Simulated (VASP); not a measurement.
Here is a VASP 6.6.1 calculation.

Contents of POSCAR:

```
Rb
1.0
   -2.8677202310      2.8677202310      2.8677202310
    2.8677202310     -2.8677202310      2.8677202310
    2.8677202310      2.8677202310     -2.8677202310
Rb
1
Direct
    0.0000000000      0.0000000000      0.0000000000
```

The input INCAR.step1:

```
PREC = Accurate
ENCUT = 520
ISMEAR = -1
SIGMA = 0.1
LREAL = F
LASPH = T
NELM = 60
NBANDS = 10
GGA = PE
ALGO = Normal
EDIFF = 1E-4
LWAVE = T
LCHARG = F
```

INCAR.step2

```
PREC = Accurate
ENCUT = 520
EDIFF = 1E-7
ISMEAR = -1
SIGMA = 0.1
LREAL = F
LASPH = T
NELM = 60
ALGO = Normal
ISIF = 2
LWAVE = F
LCHARG = T
METAGGA = R2SCAN
LMIXTAU = T
LELF = T
LVHAR = T
NBANDS = 10
ISTART = 1
```

The input KPOINTS:

```
Automatic mesh
0
Gamma
  5 5 5
```

Potentials or basis: VASP PAW PBE potentials, release 64 (Rb_sv).

Launch:

```console
$ cat potpaw_PBE.64/Rb_sv/POTCAR > POTCAR
$ cp INCAR.step1 INCAR
$ mpirun -np 1 vasp_std > vasp.out
$ cp INCAR.step2 INCAR
$ mpirun -np 1 vasp_std > vasp.out
```

Task: What does it give for the band gap on the k mesh?

Result: Zero (an odd number of electrons rules out a gap without spin polarisation).

Task: Estimate the pressure.

Result: 0.0 GPa.

Caveat: the PAW data sets were made with another functional, which shifts forces and pressure a little.
